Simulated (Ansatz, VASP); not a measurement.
**Mn: VASP beside Ansatz**

```
CELL_PARAMETERS angstrom
2.53198 0.00000 0.00000
-1.26599 2.19276 0.00000
0.00000 0.00000 4.11084
ATOMIC_POSITIONS crystal
Mn 0.33333 0.66667 0.25000
Mn 0.66667 0.33333 0.75000
```

Alike in both runs: task single point; functional revPBE; k mesh 16 × 16 × 9; occupations fermi-dirac, width 0.05 eV; collinear spin.

|  | VASP | Ansatz |
| --- | --- | --- |
| version | VASP 6.6.1 | Ansatz 0.2.0 |
| potentials or method | VASP PAW PBE potentials, release 64 (Mn_pv), cutoff 520 eV | plane waves (420 eV) with PAW, scalar-relativistic |
| valence electrons in the cell | 26 | 30 |

Ansatz gave:

* pressure (GPa): -6.9
* traceless stress, the component that is largest in VASP (GPa): 0.67
* net moment per atom (μB): 0.00
* size of the moment on the site where the two differ most (μB): 0.99

Task: Which values does VASP return?

Result: Pressure (GPa): -6.5; traceless stress, the component that is largest in VASP (GPa): 0.73; net moment per atom (μB): 0.00; size of the moment on the site where the two differ most (μB): 1.05.

VASP's potentials were made for PBE, not for revPBE. Site moments also hang on the region over which each program counts them. VASP's potentials hold 26 valence electrons a cell and Ansatz's 30, so a difference there can come from the potentials and not from the codes.
